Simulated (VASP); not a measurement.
Crystal: SnO2.

```
Sn O
1.0
     4.77140    0.00000    0.00000
     0.00000    4.77140    0.00000
     0.00000    0.00000    3.21659
Sn O
2 4
Cartesian
  0.0000 0.0000 0.0000
  2.3857 2.3857 1.6083
  1.4613 1.4613 0.0000
  0.9244 3.8470 1.6083
  3.3101 3.3101 0.0000
  3.8470 0.9244 1.6083
```

Base run:

| Property | Result |
| --- | --- |
| Program | VASP 6.6.1 |
| Functional | r2SCAN |
| Potentials or basis | VASP PAW PBE potentials, release 64 (Sn_d, O) |
| Cutoff | 520 eV |
| k mesh | 6 × 6 × 8 |
| Occupations | gaussian, width 0.03 eV |
| Spin | no spin polarisation |

Its results: band gap on the k mesh 1.68 eV; pressure -1.0 GPa; largest force 0.039 eV/Å.

Question: The run is repeated on the same cell with these changes: functional from r2SCAN to LDA; potentials or basis from VASP PAW PBE potentials, release 64 (Sn_d, O) to VASP PAW LDA potentials, release 64 (Sn_d, O). What comes out?

Answer: Band gap on the k mesh 0.87 eV; pressure -4.7 GPa; largest force 0.041 eV/Å.

Caveats: spin-orbit coupling is left out, which moves the levels of the heavy elements; the PAW data sets were made with another functional, which shifts forces and pressure a little (at least some runs); the cell stands under tension (at least some runs).
